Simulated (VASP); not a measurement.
The system is SnTe3.

```xyz
4
Lattice="0.0000 3.8612 3.8612 3.8612 0.0000 3.8612 3.8612 3.8612 0.0000" Properties=species:S:1:pos:R:3 pbc="T T T"
Sn    0.0000    0.0000    0.0000
Te    1.9306    1.9306    1.9306
Te    5.7918    5.7918    5.7918
Te    3.8612    3.8612    3.8612
```

Base run:

```yaml
Program: VASP 6.6.1
Functional: PBE
Potentials_or_basis: VASP PAW PBE potentials, release 64 (Sn_d, Te)
Cutoff: 520 eV
k_mesh: 10 × 10 × 10
Occupations: gaussian, width 0.1 eV
Spin: no spin polarisation
```

Its results: band gap on the k mesh zero (band 16 reaches 8.11 eV, above the bottom of band 17 at 5.88 eV); pressure -0.1 GPa.

**Question.** After a change of settings the same cell gave: band gap on the k mesh zero (band 16 reaches 8.14 eV, above the bottom of band 17 at 5.86 eV); pressure 1.8 GPa. Which change was it?
A. occupations from gaussian, width 0.1 eV to fermi-dirac, width 0.5 eV
B. occupations from gaussian, width 0.1 eV to tetrahedron
C. k mesh from 10 × 10 × 10 to 4 × 4 × 4, shifted; further incar settings from ALGO = Normal; EDIFF = 1e-06; NBANDS = 24 to ALGO = Normal; EDIFF = 1e-07; NBANDS = 24; ISYM = 0
D. cutoff from 520 eV to 500 eV; k mesh from 10 × 10 × 10 to 4 × 4 × 4

**Answer.** A.

Caveats: spin-orbit coupling is left out, which moves the levels of the heavy elements.
